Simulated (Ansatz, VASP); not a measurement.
# Rh: VASP beside Ansatz

INCAR

```
PREC = Accurate
ENCUT = 520
EDIFF = 1E-7
ISMEAR = -1
SIGMA = 0.03
LREAL = False
LASPH = True
NELM = 100
ALGO = Normal
ISIF = 2
LWAVE = False
LCHARG = False
GGA = PE
NBANDS = 14
```

The input KPOINTS:

```
regular mesh
0
Gamma
  16 16 16
```

POSCAR

```
Rh
1.0
    0.0000000000      1.8630621781      1.8630621781
    1.8630621781      0.0000000000      1.8630621781
    1.8630621781      1.8630621781      0.0000000000
Rh
1
Direct
    0.0000000000      0.0000000000      0.0000000000
```

Input for Ansatz:

```yaml
crystal:
  lattice:
    - [0.0, 1.8630621781, 1.8630621781]
    - [1.8630621781, 0.0, 1.8630621781]
    - [1.8630621781, 1.8630621781, 0.0]
  atoms:
    - { symbol: Rh, position: [0.0, 0.0, 0.0] }
kpoints:
  mp_grid: { grid: [16, 16, 16] }
scf:
  occupations: { method: fermi_dirac, width: 0.03 }
hamiltonian:
  xc: pbe
  pseudopotentials: { kind: all_electron, lapw: { basis_error: 0.00025 } }
output:
  forces: true
  stress: true
  eigenvalues: true
```

Change from the starting cell: volume scaled by 0.9405.

Alike in both runs: task single point; functional PBE; k mesh 16 × 16 × 16; occupations fermi-dirac, width 0.03 eV; no spin polarisation.

```csv
,VASP,Ansatz
version,VASP 6.6.1,Ansatz 0.2.0
potentials or method,"VASP PAW PBE potentials, release 64 (Rh_pv), cutoff 520 eV","all-electron LAPW, scalar-relativistic"
```

```csv
,VASP,Ansatz,Ansatz less VASP
pressure (GPa),26.4,26.3,-0.12
```

Ansatz ran all-electron here, and VASP with PAW potentials.
